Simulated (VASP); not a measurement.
# SrO (P6_3mc) in VASP: notebook

SrO is run at these levels: RPBE, PBE+D3(BJ); tasks: single point.

Program: VASP 6.6.1. These are calculated values, not measurements. Logs are shortened: lines on timing, memory, paths and dates and some standing lists are left out, and cuts for length are marked.

## 1. The cell of the first run

Symmetry: P6_3mc, No. 186, hexagonal system. The conventional cell has a = 4.142 Å, b = 4.142 Å, c = 5.494 Å, α = 90.00°, β = 90.00°, γ = 120.00°. Within 3.2 Å of Sr (site symmetry 3m) lie 5 O at 2.39 to 2.75 Å. Within 3.2 Å of O (site symmetry 3m) lie 5 Sr at 2.39 to 2.75 Å.

## 2. Single point, RPBE

INCAR

```
SYSTEM = SrO
PREC     = Accurate       ! precision mode
ENCUT    = 600            ! plane-wave cutoff, eV
EDIFF    = 1E-6           ! SCF threshold, eV
ISMEAR   = 0              ! smearing method
SIGMA    = 0.05           ! smearing width, eV
LREAL    = .FALSE.        ! projectors in reciprocal space
LASPH    = .TRUE.         ! aspherical terms in the spheres
NELM     = 120            ! most SCF steps
ALGO     = Normal         ! electronic algorithm
ISIF     = 2              ! what is computed and relaxed
LWAVE    = .FALSE.        ! write WAVECAR
LCHARG   = .TRUE.         ! write CHGCAR
GGA      = RP             ! functional
LELF     = .TRUE.         ! ELF
LVHAR    = .TRUE.       
NBANDS   = 24             ! bands
GGA_COMPAT= .FALSE.
```

KPOINTS

```
Automatic mesh
0
G
  9 9 6
  0 0 0
```

POSCAR

```
SrO
1.0
    4.1417694689      0.0000000000      0.0000000000
   -2.0708847345      3.5868775767      0.0000000000
    0.0000000000      0.0000000000      5.4938135532
Sr O
2 2
Direct
    0.3333333333      0.6666666667      0.9381277000
    0.6666666667      0.3333333333      0.4381277000
    0.3333333333      0.6666666667      0.4368723000
    0.6666666667      0.3333333333      0.9368723000
```

Potentials or basis: VASP PAW PBE potentials, release 64 (Sr_sv, O).

The run is started by

```
$ cat potpaw_PBE.64/Sr_sv/POTCAR potpaw_PBE.64/O/POTCAR > POTCAR
$ mpirun -np 1 vasp_std > vasp.out
```

OUTCAR:

```text
SYSTEM = SrO
   PREC = Accurate
   ENCUT = 600
   EDIFF = 1E-6
   ISMEAR = 0
   LREAL = .FALSE.
   LASPH = .TRUE.
   NELM = 120
   ISIF = 2
   GGA = RP

 ion  position               nearest neighbor table
   1  0.333  0.667  0.938-   4 2.39   4 2.39   4 2.39   3 2.74   3 2.75   2 3.64   2 3.64   2 3.64
                             2 3.64   2 3.64   2 3.64
   2  0.667  0.333  0.438-   3 2.39   3 2.39   3 2.39   4 2.74   4 2.75   1 3.64   1 3.64   1 3.64
                             1 3.64   1 3.64   1 3.64
   3  0.333  0.667  0.437-   2 2.39   2 2.39   2 2.39   1 2.74   1 2.75
   4  0.667  0.333  0.937-   1 2.39   1 2.39   1 2.39   2 2.74   2 2.75

  LATTYP: Found a hexagonal cell.
 ALAT       =     4.1417694689
 C/A-ratio  =     1.3264411731

  Lattice vectors:

 A1 = (   4.1417694689,   0.0000000000,   0.0000000000)
 A2 = (  -2.0708847345,   3.5868775767,   0.0000000000)
 A3 = (   0.0000000000,   0.0000000000,   5.4938135532)

Analysis of symmetry for initial positions (statically):
=====================================================================
 Subroutine PRICEL returns:
 Original cell was already a primitive cell.

 Routine SETGRP: Setting up the symmetry group for a
 hexagonal supercell.

 Subroutine GETGRP returns: Found 12 space group operations
 (whereof  6 operations were pure point group operations)
 out of a pool of 24 trial point group operations.

The static configuration has the point symmetry C_3v.
 The point group associated with its full space group is C_6v.

Analysis of symmetry for dynamics (positions and initial velocities):
=====================================================================
 Subroutine PRICEL returns:
 Original cell was already a primitive cell.

 Routine SETGRP: Setting up the symmetry group for a
 hexagonal supercell.

 Subroutine GETGRP returns: Found 12 space group operations
 (whereof  6 operations were pure point group operations)
 out of a pool of 24 trial point group operations.

The dynamic configuration has the point symmetry C_3v.
 The point group associated with its full space group is C_6v.

 Subroutine INISYM returns: Found 12 space group operations
 (whereof  6 operations are pure point group operations),
 and found     1 'primitive' translations

----------------------------------------------------------------------------------------

                                     Primitive cell

  volume of cell :      81.6162

  direct lattice vectors                    reciprocal lattice vectors
     4.141769469  0.000000000  0.000000000     0.241442699  0.139397007  0.000000000
    -2.070884734  3.586877577  0.000000000     0.000000000  0.278794015  0.000000000
     0.000000000  0.000000000  5.493813553     0.000000000  0.000000000  0.182022923

  length of vectors
     4.141769469  4.141769469  5.493813553     0.278794015  0.278794015  0.182022923

  position of ions in fractional coordinates (direct lattice)
     0.333333333  0.666666667  0.938127700
     0.666666667  0.333333333  0.438127700
     0.333333333  0.666666667  0.436872300
     0.666666667  0.333333333  0.936872300

  ion indices of the primitive-cell ions
   primitive index   ion index
                 1           1
                 2           2
                 3           3
                 4           4

----------------------------------------------------------------------------------------

 KPOINTS: Automatic mesh

Automatic generation of k-mesh.
 Grid dimensions read from file:
 generate k-points for:    9    9    6

 Generating k-lattice:

  Cartesian coordinates                     Fractional coordinates (reciprocal lattice)
     0.026826967  0.015488556  0.000000000     0.111111111  0.000000000  0.000000000
     0.000000000  0.030977113  0.000000000     0.000000000  0.111111111  0.000000000
     0.000000000  0.000000000  0.030337154     0.000000000  0.000000000  0.166666667

  Length of vectors
     0.030977113  0.030977113  0.030337154

  Shift w.r.t. Gamma in fractional coordinates (k-lattice)
     0.000000000  0.000000000  0.000000000

 Subroutine IBZKPT returns following result:
 ===========================================

 Found     48 irreducible k-points:

 Following reciprocal coordinates:
            Coordinates               Weight
  0.000000  0.000000  0.000000      1.000000
  0.111111  0.000000  0.000000      6.000000
  0.222222 -0.000000  0.000000      6.000000
  0.333333  0.000000  0.000000      6.000000
  0.444444 -0.000000  0.000000      6.000000
  0.111111  0.111111  0.000000      6.000000
[... 16 lines left out ...]
  0.333333  0.222222  0.166667     24.000000
  0.333333  0.333333  0.166667      4.000000
 [... further k-points ...]
   k-points           NKPTS =     48   k-points in BZ     NKDIM =     48   number of bands    NBANDS=     24
   number of dos      NEDOS =    301   number of ions     NIONS =      4
   total plane-waves  NPLWV =  62208
   dimension x,y,z NGX =    36 NGY =   36 NGZ =   48
   dimension x,y,z NGXF=    72 NGYF=   72 NGZF=   96
   ions per type =               2   2
   NGX,Y,Z   is equivalent  to a cutoff of  14.45, 14.45, 14.53 a.u.
   NGXF,Y,Z  is equivalent  to a cutoff of  28.90, 28.90, 29.05 a.u.
 SYSTEM =  SrO
   PREC   = accura    normal or accurate (medium, high low for compatibility)
   ISTART =      0    job   : 0-new  1-cont  2-samecut
   ICHARG =      2    charge: 1-file 2-atom 10-const
   ISPIN  =      1    spin polarized calculation?
   LNONCOLLINEAR =      F non collinear calculations
   LSORBIT =      F    spin-orbit coupling
   LASPH  =      T    aspherical Exc in radial PAW
   ENCUT  =  600.0 eV  44.10 Ry    6.64 a.u.   8.27  8.27 10.97*2*pi/ulx,y,z
   NELM   =    120;   NELMIN=  2; NELMDL= -5     # of ELM steps
   EDIFF  = 0.1E-05   stopping-criterion for ELM
   LREAL  =      F    real-space projection
   EDIFFG = 0.1E-04   stopping-criterion for IOM
   NSW    =      0    number of steps for IOM
   IBRION =     -1    ionic relax: 0-MD 1-quasi-New 2-CG
   NFREE  =      0    steps in history (QN), initial steepest desc. (CG)
   ISIF   =      2    stress and relaxation
   ISYM   =      2    0-nonsym 1-usesym 2-fastsym
   POTIM  = 0.5000    time-step for ionic-motion
   TEBEG  =    0.0;   TEEND  =   0.0 temperature during run
   PSTRESS=    0.0 pullay stress
   NELECT =      32.0000    total number of electrons
   NUPDOWN=      -1.0000    fix difference up-down
   EMIN   =  10.00;   EMAX   =-10.00  energy-range for DOS
   EFERMI =   0.00;   METHOD = LEGACY
   ISMEAR =     0;   SIGMA  =   0.05  broadening in eV -4-tet -1-fermi 0-gaus
   EFERMI_NEDOS =   21; number of points for ismear=-14 and -15
   IALGO  =     38    algorithm
   IMIX   =      4    mixing-type and parameters
     AMIX     =   0.40;   BMIX     =  1.00
     AMIX_MAG =   1.60;   BMIX_MAG =  1.00
  volume/ion in A,a.u.               =      20.40       137.69
  Fermi-wavevector in a.u.,A,eV,Ry     =   1.198209  2.264287 19.533960  1.435706
  Thomas-Fermi vector in A             =   2.334104
   LORBIT       =      0    0 simple, 1 ext, 2 COOP (PROOUT), +10 PAW based schemes
   GGA     = RP    functional components
   LHFCALC =     F    Hartree Fock is set to
   AEXX    =    0.0000 exact exchange contribution
   IVDW    =     0    specifies the selected vdW correction
   LEPSILON=     F    determine dielectric tensor
   LRPA    =     F    only Hartree local field effects (RPA)
 non-spin polarized calculation
 Gauss-broadening in eV      SIGMA  =   0.05
  energy-cutoff  :      600.00
  volume of cell :       81.62
 maximum number of plane-waves:      2752
 NGX is ok and might be reduce to    36

 number of electron      32.0000001 magnetization

 Free energy of the ion-electron system (eV)
  ---------------------------------------------------
  ext. energy  EPLUGINS =         0.00000000
  ---------------------------------------------------
  free energy    TOTEN  =       -22.49462216 eV

  energy without entropy =      -22.49462216  energy(sigma->0) =      -22.49462216

 E-fermi :   1.3051     XC(G=0):  -8.6431

 val. band max:        1.0007099503   @ k =   0.3333   0.3333   0.0000
 cond. band min:       3.8286265289   @ k =   0.0000   0.0000   0.0000
 fundamental gap:      2.8279165785
 Fermi energy:         1.3050965737

 k-point     1 :       0.0000    0.0000    0.0000
  band No.  band energies     occupation
      1     -31.5166      2.00000
      2     -31.3883      2.00000
      3     -14.1826      2.00000
      4     -14.1755      2.00000
      5     -14.0634      2.00000
      6     -13.5848      2.00000
[... 16 lines left out ...]
     23       9.9087      0.00000
     24       9.9087      0.00000

 k-point     2 :       0.1111    0.0000    0.0000
  band No.  band energies     occupation
      1     -31.5100      2.00000
      2     -31.3885      2.00000
      3     -14.4986      2.00000
      4     -14.4603      2.00000
      5     -14.0416      2.00000
      6     -13.6033      2.00000
[... 16 lines left out ...]
     23       9.8910      0.00000
     24      10.1679      0.00000

 k-point     3 :       0.2222   -0.0000    0.0000
  band No.  band energies     occupation
      1     -31.4922      2.00000
      2     -31.3900      2.00000
      3     -14.9352      2.00000
      4     -14.8778      2.00000
      5     -13.9737      2.00000
      6     -13.6476      2.00000
[... 16 lines left out ...]
     23       9.5634      0.00000
     24      10.0433      0.00000
[... 514 lines left out ...]
 k-point    23 :       0.3333    0.2222    0.1667
  band No.  band energies     occupation
      1     -31.4357      2.00000
      2     -31.4103      2.00000
      3     -15.5188      2.00000
      4     -15.4914      2.00000
      5     -13.8214      2.00000
      6     -13.6546      2.00000
[... 16 lines left out ...]
     23       9.5121      0.00000
     24      10.4277      0.00000

 k-point    24 :       0.3333    0.3333    0.1667
  band No.  band energies     occupation
      1     -31.4214      2.00000
      2     -31.4214      2.00000
      3     -15.5369      2.00000
      4     -15.5369      2.00000
      5     -13.8616      2.00000
      6     -13.5751      2.00000
[... 16 lines left out ...]
     23       9.0582      0.00000
     24      10.6458      0.00000

 [... further k-points ...]
[... 5 lines left out ...]
  --------------------------------------------------------------------------------------
  -------------------------------------------------------------------------------------
  Total        3.7743677      3.7743677     -0.5704685     -0.0000000      0.0000000      0.0000000
  in kB       74.0932084     74.0932084    -11.1986542     -0.0000000      0.0000000      0.0000000
  external PRESSURE =      45.6625875 kB  Pullay stress =       0.0000000 kB

 VOLUME and BASIS-vectors are now :
 -----------------------------------------------------------------------------
  energy-cutoff  :      600.00
  volume of cell :       81.62
      direct lattice vectors                 reciprocal lattice vectors
     4.141769469  0.000000000  0.000000000     0.241442699  0.139397007  0.000000000
    -2.070884734  3.586877577  0.000000000     0.000000000  0.278794015  0.000000000
     0.000000000  0.000000000  5.493813553     0.000000000  0.000000000  0.182022923

 POSITION                                       TOTAL-FORCE (eV/Angst)
 -----------------------------------------------------------------------------------
     -0.00000      2.39125      5.15390        -0.000000      0.000000      0.002695
      2.07088      1.19563      2.40699        -0.000000      0.000000      0.002695
     -0.00000      2.39125      2.40009         0.000000     -0.000000     -0.002695
      2.07088      1.19563      5.14700        -0.000000      0.000000     -0.002695
 -----------------------------------------------------------------------------------
    total drift:                               -0.000000      0.000000      0.000099

  FREE ENERGIE OF THE ION-ELECTRON SYSTEM (eV)
  ---------------------------------------------------
  free  energy   TOTEN  =       -22.4946221586 eV

  energy  without entropy=      -22.4946221586  energy(sigma->0) =      -22.49462216
```

Wall time 2.1 min (1 thread of Intel Xeon 8259CL, shared host); peak memory 0.3 GiB.

Results:

* Free energy: -22.4946 eV
* Pressure: 4.6 GPa
* Band gap on the k mesh: 2.83 eV (least direct gap 3.03 eV)

Forces on the atoms (eV/Å):
```
Sr   0.000  0.000  0.003
Sr   0.000  0.000  0.003
O    0.000  0.000 -0.003
O    0.000  0.000 -0.003
```

Levels at points of the mesh, in eV from the valence-band top:
| k point | band 14 | band 15 | band 16 | band 17 | band 18 | band 19 |
| --- | --- | --- | --- | --- | --- | --- |
| (0.00, 0.00, 0.00) | -1.01 | -0.67 | -0.21 | 2.83 | 6.41 | 6.41 |
| (0.00, 0.00, 0.50) | -1.14 | -1.14 | -1.14 | 4.62 | 4.62 | 7.87 |

Caveat: the cell stands under pressure; the PAW data sets were made with another functional, which shifts forces and pressure a little; an odd mesh through Γ misses points on the zone boundary, where band edges can lie.

## 3. Single point, PBE+D3(BJ)

This run uses another cell than the first one, of the same volume but with other edges.

INCAR

```
SYSTEM = SrO
  PREC = Accurate
  ENCUT = 600
  EDIFF = 1E-6
  ISMEAR = 0
  SIGMA = 0.05
  LREAL = .FALSE.
  LASPH = .TRUE.
  NELM = 120
  ALGO = Normal
  ISIF = 2
  LWAVE = .FALSE.
  LCHARG = .FALSE.
  GGA = PE
  IVDW = 12
  NBANDS = 24
  GGA_COMPAT = .FALSE.
```

KPOINTS is that of step 2.

POSCAR

```
SrO
1.0
    4.5134694670      0.0000000000      0.0000000000
   -2.2567347335      3.9087792176      0.0000000000
    0.0000000000      0.0000000000      4.6262036132
Sr O
2 2
Direct
    0.3333333333      0.6666666667      0.9381277000
    0.6666666667      0.3333333333      0.4381277000
    0.3333333333      0.6666666667      0.4368723000
    0.6666666667      0.3333333333      0.9368723000
```

Potentials or basis: VASP PAW PBE potentials, release 64 (Sr_sv, O).

The run is started by

```
$ cat potpaw_PBE.64/Sr_sv/POTCAR potpaw_PBE.64/O/POTCAR > POTCAR
$ mpirun -np 1 vasp_std > vasp.out
```

Wall time 1.9 min (1 thread of Intel Xeon 8259CL, shared host); peak memory 0.29 GiB.

The run converged. Its results:

- Free energy: -24.0589 eV
- Pressure: 5.6 GPa
- Largest force: 0.066 eV/Å
- Band gap on the k mesh: 1.72 eV
- Dispersion energy per atom: -0.202 eV

Forces in eV/Å, atoms in the order of the input:
```
Sr   0.000  0.000 -0.066
Sr   0.000  0.000 -0.066
O    0.000  0.000  0.066
O    0.000  0.000  0.066
```

Stress tensor (GPa, compression positive):
```
-3.37  0.00  0.00
 0.00 -3.37  0.00
 0.00  0.00 23.49
```

Levels at points of the mesh, in eV from the valence-band top:
```csv
k point,band 14,band 15,band 16,band 17,band 18,band 19
"(0.00, 0.00, 0.00)",-1.42,-0.08,0.00,1.72,5.35,5.35
"(0.00, 0.00, 0.50)",-1.82,-1.82,-1.82,3.47,3.47,7.26
```

Caveat: three body term missing; the cell stands under pressure; an odd mesh through Γ misses points on the zone boundary, where band edges can lie.
